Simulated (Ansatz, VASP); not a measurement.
## Two plane-wave programs on InSb3

```
In Sb
1.0
     4.80637    0.00000    0.00000
     0.00000    4.80637    0.00000
     0.00000    0.00000    4.80637
In Sb
1 3
Direct
  0.00000 0.00000 0.00000
  0.50000 0.00000 0.50000
  0.00000 0.50000 0.50000
  0.48860 0.48635 0.95669
```

Change from the starting cell: one atom moved.

Alike in both runs: task single point; functional PBEsol; k mesh 8 × 8 × 8; occupations gaussian, width 0.1 eV; no spin polarisation.

```csv
,VASP,Ansatz
version,VASP 6.6.1,Ansatz 0.2.0
potentials or method,"VASP PAW PBE potentials, release 64 (In_d, Sb), cutoff 520 eV","scalar-relativistic, plane waves, PAW"
valence electrons in the cell,28,58
```

|  | VASP | Ansatz | Ansatz less VASP |
| --- | --- | --- | --- |
| gap on the k mesh at the Fermi level (eV) | none | none | - |
| pressure (GPa) | -2.2 | -2.2 | +0.01 |
| traceless stress, the component that is largest in VASP (GPa) | 0.06 | 0.06 | -0.004 |
| rms of the force components (eV/Å) | 0.067 | 0.065 | -0.0015 |

VASP's potentials were made for PBE, not for PBEsol. Atom by atom the forces differ by 0.003 eV/Å (rms over components). A gap of «none» marks a metal or a gap that the smearing closes. VASP's potentials hold 28 valence electrons a cell and Ansatz's 58, so a difference there can come from the potentials and not from the codes.

Spin-orbit coupling is off throughout.
